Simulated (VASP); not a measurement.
# PbS (Pm-3m) in VASP: further runs, part 3 of 3

VASP 6.6.1. The steps go on from the part before.

### 4 Single point, PBE

This run uses another cell than the first one, of 24.35 Å³/atom, 1.064 times its volume.

INCAR reads:

```
SYSTEM = PbS
ALGO = Normal
EDIFF = 1E-7
ENCUT = 520
GGA = PE
ISIF = 2
ISMEAR = -1
LASPH = .TRUE.
LCHARG = .FALSE.
LREAL = .FALSE.
LWAVE = .FALSE.
NBANDS = 17
NELM = 100
PREC = Accurate
SIGMA = 0.02
```

KPOINTS reads:

```
k-points
0
G
  6 6 6
  0 0 0
```

POSCAR reads:

```
PbS
1.0
    3.6519376355      0.0000000000      0.0000000000
    0.0000000000      3.6519376355      0.0000000000
    0.0000000000      0.0000000000      3.6519376355
Pb S
1 1
Direct
    0.0000000000      0.0000000000      0.0000000000
    0.5000000000      0.5000000000      0.5000000000
```

Potentials or basis: VASP PAW PBE potentials, release 64 (Pb_d, S).

Command:

```console
$ cat potpaw_PBE.64/Pb_d/POTCAR potpaw_PBE.64/S/POTCAR > POTCAR
$ mpirun -np 1 vasp_std > vasp.out
```

OUTCAR:

```text
SYSTEM = PbS
   EDIFF = 1E-7
   ENCUT = 520
   GGA = PE
   ISIF = 2
   ISMEAR = -1
   LASPH = .TRUE.
   LREAL = .FALSE.
   NELM = 100
   PREC = Accurate

 ion  position               nearest neighbor table
   1  0.000  0.000  0.000-   2 3.16   2 3.16   2 3.16   2 3.16   2 3.16   2 3.16   2 3.16   2 3.16

   2  0.500  0.500  0.500-   1 3.16   1 3.16   1 3.16   1 3.16   1 3.16   1 3.16   1 3.16   1 3.16

  LATTYP: Found a simple cubic cell.
 ALAT       =     3.6519376355

  Lattice vectors:

 A1 = (   3.6519376355,   0.0000000000,   0.0000000000)
 A2 = (   0.0000000000,   3.6519376355,   0.0000000000)
 A3 = (   0.0000000000,   0.0000000000,   3.6519376355)

Analysis of symmetry for initial positions (statically):
=====================================================================
 Subroutine PRICEL returns:
 Original cell was already a primitive cell.

 Routine SETGRP: Setting up the symmetry group for a
 simple cubic supercell.

 Subroutine GETGRP returns: Found 48 space group operations
 (whereof 48 operations were pure point group operations)
 out of a pool of 48 trial point group operations.

The static configuration has the point symmetry O_h .

Analysis of symmetry for dynamics (positions and initial velocities):
=====================================================================
 Subroutine PRICEL returns:
 Original cell was already a primitive cell.

 Routine SETGRP: Setting up the symmetry group for a
 simple cubic supercell.

 Subroutine GETGRP returns: Found 48 space group operations
 (whereof 48 operations were pure point group operations)
 out of a pool of 48 trial point group operations.

The dynamic configuration has the point symmetry O_h .

 Subroutine INISYM returns: Found 48 space group operations
 (whereof 48 operations are pure point group operations),
 and found     1 'primitive' translations

----------------------------------------------------------------------------------------

                                     Primitive cell

  volume of cell :      48.7046

  direct lattice vectors                    reciprocal lattice vectors
     3.651937635  0.000000000  0.000000000     0.273827239  0.000000000  0.000000000
     0.000000000  3.651937635  0.000000000     0.000000000  0.273827239  0.000000000
     0.000000000  0.000000000  3.651937635     0.000000000  0.000000000  0.273827239

  length of vectors
     3.651937635  3.651937635  3.651937635     0.273827239  0.273827239  0.273827239

  position of ions in fractional coordinates (direct lattice)
     0.000000000  0.000000000  0.000000000
     0.500000000  0.500000000  0.500000000

  ion indices of the primitive-cell ions
   primitive index   ion index
                 1           1
                 2           2

----------------------------------------------------------------------------------------

 KPOINTS: k-points

Automatic generation of k-mesh.
 Grid dimensions read from file:
 generate k-points for:    6    6    6

 Generating k-lattice:

  Cartesian coordinates                     Fractional coordinates (reciprocal lattice)
     0.045637873  0.000000000  0.000000000     0.166666667  0.000000000  0.000000000
     0.000000000  0.045637873  0.000000000     0.000000000  0.166666667  0.000000000
     0.000000000  0.000000000  0.045637873     0.000000000  0.000000000  0.166666667

  Length of vectors
     0.045637873  0.045637873  0.045637873

  Shift w.r.t. Gamma in fractional coordinates (k-lattice)
     0.000000000  0.000000000  0.000000000

 Subroutine IBZKPT returns following result:
 ===========================================

 Found     20 irreducible k-points:

 Following reciprocal coordinates:
            Coordinates               Weight
  0.000000  0.000000  0.000000      1.000000
  0.166667  0.000000  0.000000      6.000000
  0.333333  0.000000  0.000000      6.000000
  0.500000  0.000000  0.000000      3.000000
  0.166667  0.166667  0.000000     12.000000
  0.333333  0.166667  0.000000     24.000000
[... 12 lines left out ...]
  0.500000  0.500000  0.333333      6.000000
  0.500000  0.500000  0.500000      1.000000
   k-points           NKPTS =     20   k-points in BZ     NKDIM =     20   number of bands    NBANDS=     17
   number of dos      NEDOS =    301   number of ions     NIONS =      2
   total plane-waves  NPLWV =  21952
   dimension x,y,z NGX =    28 NGY =   28 NGZ =   28
   dimension x,y,z NGXF=    56 NGYF=   56 NGZF=   56
   ions per type =               1   1
   NGX,Y,Z   is equivalent  to a cutoff of  12.75, 12.75, 12.75 a.u.
   NGXF,Y,Z  is equivalent  to a cutoff of  25.49, 25.49, 25.49 a.u.
 SYSTEM =  PbS
   PREC   = accura    normal or accurate (medium, high low for compatibility)
   ISTART =      0    job   : 0-new  1-cont  2-samecut
   ICHARG =      2    charge: 1-file 2-atom 10-const
   ISPIN  =      1    spin polarized calculation?
   LNONCOLLINEAR =      F non collinear calculations
   LSORBIT =      F    spin-orbit coupling
   LASPH  =      T    aspherical Exc in radial PAW
   ENCUT  =  520.0 eV  38.22 Ry    6.18 a.u.   6.79  6.79  6.79*2*pi/ulx,y,z
   NELM   =    100;   NELMIN=  2; NELMDL= -5     # of ELM steps
   EDIFF  = 0.1E-06   stopping-criterion for ELM
   LREAL  =      F    real-space projection
   EDIFFG = 0.1E-05   stopping-criterion for IOM
   NSW    =      0    number of steps for IOM
   IBRION =     -1    ionic relax: 0-MD 1-quasi-New 2-CG
   NFREE  =      0    steps in history (QN), initial steepest desc. (CG)
   ISIF   =      2    stress and relaxation
   ISYM   =      2    0-nonsym 1-usesym 2-fastsym
   POTIM  = 0.5000    time-step for ionic-motion
   TEBEG  =    0.0;   TEEND  =   0.0 temperature during run
   PSTRESS=    0.0 pullay stress
   NELECT =      20.0000    total number of electrons
   NUPDOWN=      -1.0000    fix difference up-down
   EMIN   =  10.00;   EMAX   =-10.00  energy-range for DOS
   EFERMI =   0.00;   METHOD = LEGACY
   ISMEAR =    -1;   SIGMA  =   0.02  broadening in eV -4-tet -1-fermi 0-gaus
   EFERMI_NEDOS =   21; number of points for ismear=-14 and -15
   IALGO  =     38    algorithm
   IMIX   =      4    mixing-type and parameters
     AMIX     =   0.40;   BMIX     =  1.00
     AMIX_MAG =   1.60;   BMIX_MAG =  1.00
  volume/ion in A,a.u.               =      24.35       164.34
  Fermi-wavevector in a.u.,A,eV,Ry     =   1.216825  2.299466 20.145646  1.480663
  Thomas-Fermi vector in A             =   2.352166
   LORBIT       =      0    0 simple, 1 ext, 2 COOP (PROOUT), +10 PAW based schemes
   GGA     = PE    functional components
   LHFCALC =     F    Hartree Fock is set to
   AEXX    =    0.0000 exact exchange contribution
   IVDW    =     0    specifies the selected vdW correction
   LEPSILON=     F    determine dielectric tensor
   LRPA    =     F    only Hartree local field effects (RPA)
 non-spin polarized calculation
  energy-cutoff  :      520.00
  volume of cell :       48.70
 maximum number of plane-waves:      1357
 NGX is ok and might be reduce to    28
   NGX = 13   NGY = 13   NGZ = 13

 number of electron      19.9999995 magnetization

 Free energy of the ion-electron system (eV)
  ---------------------------------------------------
  ext. energy  EPLUGINS =         0.00000000
  ---------------------------------------------------
  free energy    TOTEN  =        -8.25382229 eV

  energy without entropy =       -8.25283910  energy(sigma->0) =       -8.25333069

 E-fermi :   6.1629     XC(G=0): -10.1753

 val. band max:        6.1526237070   @ k =   0.1667   0.1667   0.1667
 cond. band min:       6.4036536079   @ k =   0.5000   0.3333   0.3333
 fundamental gap:      0.2510299009
 Fermi energy:         6.1628609463

 k-point     1 :       0.0000    0.0000    0.0000
  band No.  band energies     occupation
      1     -10.7920      2.00000
      2     -10.7920      2.00000
      3     -10.5801      2.00000
      4     -10.5801      2.00000
      5     -10.5801      2.00000
      6      -7.0039      2.00000
[... 9 lines left out ...]
     16      18.8775      0.00000
     17      18.9191      0.00000
[... 361 lines left out ...]
 k-point    20 :       0.5000    0.5000    0.5000
  band No.  band energies     occupation
      1     -10.7056      2.00000
      2     -10.7056      2.00000
      3     -10.7056      2.00000
      4     -10.5287      2.00000
      5     -10.5287      2.00000
      6      -4.7110      2.00000
[... 9 lines left out ...]
     16      19.8557      0.00000
     17      22.5336      0.00000

------------------------ aborting loop because EDIFF is reached ----------------------------------------

  FORCE on cell =-STRESS in cart. coord.  units (eV):
  Direction    XX          YY          ZZ          XY          YZ          ZX
  --------------------------------------------------------------------------------------
  -------------------------------------------------------------------------------------
  Total        0.0156130      0.0156130      0.0156130      0.0000000      0.0000000      0.0000000
  in kB        0.5136018      0.5136018      0.5136018      0.0000000      0.0000000      0.0000000
  external PRESSURE =       0.5136018 kB  Pullay stress =       0.0000000 kB

 VOLUME and BASIS-vectors are now :
 -----------------------------------------------------------------------------
  energy-cutoff  :      520.00
  volume of cell :       48.70
      direct lattice vectors                 reciprocal lattice vectors
     3.651937635  0.000000000  0.000000000     0.273827239  0.000000000  0.000000000
     0.000000000  3.651937635  0.000000000     0.000000000  0.273827239  0.000000000
     0.000000000  0.000000000  3.651937635     0.000000000  0.000000000  0.273827239

 POSITION                                       TOTAL-FORCE (eV/Angst)
 -----------------------------------------------------------------------------------
      0.00000      0.00000      0.00000         0.000000      0.000000      0.000000
      1.82597      1.82597      1.82597         0.000000      0.000000      0.000000
 -----------------------------------------------------------------------------------
    total drift:                               -0.000000      0.000000      0.000000

  FREE ENERGIE OF THE ION-ELECTRON SYSTEM (eV)
  ---------------------------------------------------
  free  energy   TOTEN  =        -8.2538222861 eV

  energy  without entropy=       -8.2528391000  energy(sigma->0) =       -8.25333069
```

stdout:

```text
POSCAR found type information on POSCAR PbS
 POSCAR found :  2 types and       2 ions
 scaLAPACK will be used
 LDA part: xc-table for (Slater+PW92), standard interpolation
 POSCAR, INCAR and KPOINTS ok, starting setup
 FFT: planning ... GRIDC
 FFT: planning ... GRID_SOFT
 FFT: planning ... GRID
 WAVECAR not read
 entering main loop
```

Run time: 15 s. Hardware: 1 thread of Intel Xeon 8259CL, shared host; peak memory 0.16 GiB.

What came out:

```
Free energy            : -8.2538 eV
Pressure               : 0.1 GPa
Band gap on the k mesh : zero (band 10 reaches 6.15 eV, above the bottom of band 11 at 5.66 eV)
```

Levels at points of the mesh, in eV from the Fermi level:
| k point | band 8 | band 9 | band 10 | band 11 | band 12 | band 13 |
| --- | --- | --- | --- | --- | --- | --- |
| (0.00, 0.00, 0.00) | -1.62 | -1.62 | -1.62 | 5.46 | 5.46 | 6.50 |
| (0.50, 0.00, 0.00) | -0.50 | -0.50 | -0.15 | 0.29 | 3.90 | 3.90 |
| (0.50, 0.50, 0.00) | -4.47 | -4.47 | -0.30 | 4.17 | 4.17 | 5.89 |
| (0.50, 0.50, 0.50) | -2.41 | -2.41 | -2.41 | -0.50 | -0.50 | -0.50 |

Caveat: spin-orbit coupling is left out, which moves the levels of the heavy elements.

### 5 Single point, PBE (volume changed by +3%)

INCAR reads:

```
SYSTEM = PbS
PREC = Accurate
ENCUT = 520
EDIFF = 1E-7
ISMEAR = -1
SIGMA = 0.02
LREAL = .FALSE.
LASPH = .TRUE.
NELM = 60
ALGO = Normal
ISIF = 2
LWAVE = .FALSE.
LCHARG = .FALSE.
GGA = PE
NBANDS = 17
```

KPOINTS reads:

```
Automatic mesh
0
G
  6 6 6
  0 0 0
```

POSCAR reads:

```
PbS
1.0
    3.6880977856      0.0000000000      0.0000000000
    0.0000000000      3.6880977856      0.0000000000
    0.0000000000      0.0000000000      3.6880977856
Pb S
1 1
Direct
    0.0000000000      0.0000000000      0.0000000000
    0.5000000000      0.5000000000      0.5000000000
```

Command:

```console
$ cat potpaw_PBE.64/Pb_d/POTCAR potpaw_PBE.64/S/POTCAR > POTCAR
$ mpirun -np 1 vasp_std > vasp.out
```

Run time: 20 s. Hardware: 1 thread of Intel Xeon 8259CL, shared host; peak memory 0.16 GiB.

Results (log left out):

```yaml
Free_energy: -8.2473 eV
Pressure: -1.6 GPa
Band_gap_on_the_k_mesh: zero (band 10 reaches 5.79 eV, above the bottom of band 11 at 5.40 eV)
```

Levels at points of the mesh, in eV from the Fermi level:
| k point | band 8 | band 9 | band 10 | band 11 | band 12 | band 13 |
| --- | --- | --- | --- | --- | --- | --- |
| (0.00, 0.00, 0.00) | -1.51 | -1.51 | -1.51 | 5.52 | 5.52 | 6.31 |
| (0.50, 0.00, 0.00) | -0.45 | -0.45 | -0.19 | 0.29 | 3.88 | 3.88 |
| (0.50, 0.50, 0.00) | -4.26 | -4.26 | -0.25 | 4.08 | 4.08 | 5.73 |
| (0.50, 0.50, 0.50) | -2.28 | -2.28 | -2.28 | -0.40 | -0.40 | -0.40 |

Caveat: the cell differs from its parent crystal (volume changed by +3%); spin-orbit coupling is left out, which moves the levels of the heavy elements.

### 6 Summary

```tsv
cell	gap on the mesh (eV)	pressure (GPa)
a = 3.577 Å, 2 atoms	none	4.1
a = 3.615 Å, 2 atoms	none	2.0
a = 3.652 Å, 2 atoms	none	0.1
a = 3.688 Å, 2 atoms	none	-1.6
```

Alike in all rows: task single point; level PBE; potentials or basis VASP PAW PBE potentials, release 64 (Pb_d, S); no spin polarisation; k mesh 6 × 6 × 6; cutoff (eV) 520; smearing fermi-dirac 0.02 eV.

Caveats: spin-orbit coupling is left out, which moves the levels of the heavy elements.

Absolute energies hang on the potentials; compare differences alone.
